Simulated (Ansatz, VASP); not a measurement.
## One calculation of MoS2, two programs

```
Mo S
1.0
     3.14917    0.00000    0.00000
    -1.57458    2.72726    0.00000
     0.00000    0.00000   12.08985
Mo S
2 4
Cartesian
  0.0000 1.8182 3.0225
  1.5746 0.9091 9.0674
  0.0000 1.8182 7.5016
  1.5746 0.9091 1.4567
  0.0000 1.8182 10.6331
  1.5746 0.9091 4.5882
```

Alike in both runs: functional PBE; dispersion D3(BJ); k mesh 12 × 12 × 4; occupations gaussian, width 0.02 eV; no spin polarisation.

Ansatz relaxed the structure, and its values are those at the end. VASP's run is a single point on that final structure, the one shown.

```csv
,VASP,Ansatz
version,VASP 6.6.1,Ansatz 0.2.0
potentials or method,"VASP PAW PBE potentials, release 64 (Mo_sv, S), cutoff 520 eV","scalar-relativistic, plane waves, PAW"
valence electrons in the cell,52,52
```

VASP gave:

| Property | Result |
| --- | --- |
| gap on the k mesh at the Fermi level (eV) | 0.80 |
| least direct gap on the mesh (eV) | 1.70 |
| pressure (GPa) | -0.1 |
| rms of the force components (eV/Å) | 0.005 |

Problem. Which values does Ansatz return?

Solution. gap on the k mesh at the Fermi level (eV): 0.78; least direct gap on the mesh (eV): 1.70; pressure (GPa): 0.0; rms of the force components (eV/Å): 0.001.
